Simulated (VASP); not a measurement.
Wanted: the native input for a VASP 6.6.1 run.

```
Task                   : single point
Functional             : PBEsol
Potentials or basis    : VASP PAW PBE potentials, release 64 (Ta_pv, O, N)
Cutoff                 : 520 eV
k mesh                 : 4 × 4 × 4
Occupations            : gaussian, width 0.1 eV
Spin                   : no spin polarisation
Dipole correction      : no
Further INCAR settings : LREAL = Auto; ALGO = Normal; EDIFF = 1e-06; NBANDS = 80
```

The structure of Ta2NO lies in POSCAR:

```
Ta2NO
1.0
   -4.4552726893     -0.4928379493      4.3666103766
   -4.9481106385     -4.9481106385      0.0000000000
   -0.4928379493     -4.4552726893      4.3666103766
Ta O N
8 4 4
Direct
    0.2603967837      0.7396032163      0.2603967837
    0.2603967837      0.2396032163      0.2603967837
    0.2660976365      0.7500000000      0.7339023635
    0.2565259187      0.2500000000      0.7434740813
    0.7434740813      0.7500000000      0.2565259187
    0.7339023635      0.2500000000      0.2660976365
    0.7396032163      0.7603967837      0.7396032163
    0.7396032163      0.2603967837      0.7396032163
    0.0000000000      0.5000000000      0.0000000000
    0.0000000000      0.0000000000      0.0000000000
    0.0000000000      0.5000000000      0.5000000000
    0.5000000000      0.0000000000      0.0000000000
    0.0000000000      0.0000000000      0.5000000000
    0.5000000000      0.5000000000      0.0000000000
    0.5000000000      0.5000000000      0.5000000000
    0.5000000000      0.0000000000      0.5000000000
```

These files were run (other wordings do the same):

INCAR

```
SYSTEM = Ta2NO
  PREC = Accurate
  ENCUT = 520
  EDIFF = 1E-6
  ISMEAR = 0
  SIGMA = 0.1
  LREAL = Auto
  LASPH = .True.
  NELM = 60
  ALGO = Normal
  ISIF = 2
  LWAVE = .False.
  LCHARG = .True.
  GGA = PS
  LELF = .True.
  LVHAR = .True.
  NBANDS = 80
```

KPOINTS

```
regular mesh
0
Gamma
  4 4 4
  0 0 0
```

Potentials or basis: VASP PAW PBE potentials, release 64 (Ta_pv, O, N).

The run is started by

```sh
$ cat potpaw_PBE.64/Ta_pv/POTCAR potpaw_PBE.64/O/POTCAR potpaw_PBE.64/N/POTCAR > POTCAR
$ mpirun -np 1 vasp_std > vasp.out
```

Results of the run:

* Pressure: 0.9 GPa
* Largest force: 0.003 eV/Å
* Band gap on the k mesh: zero (bands 66 and 67 overlap by 0.93 eV)

Caveat: the PAW data sets were made with another functional, which shifts forces and pressure a little; spin-orbit coupling is left out, which moves the levels of the heavy elements.

It took 6.4 min on 1 thread of Intel(R) Xeon(R) 6975P-C (Granite Rapids) (shared host), peak memory 0.43 GiB.
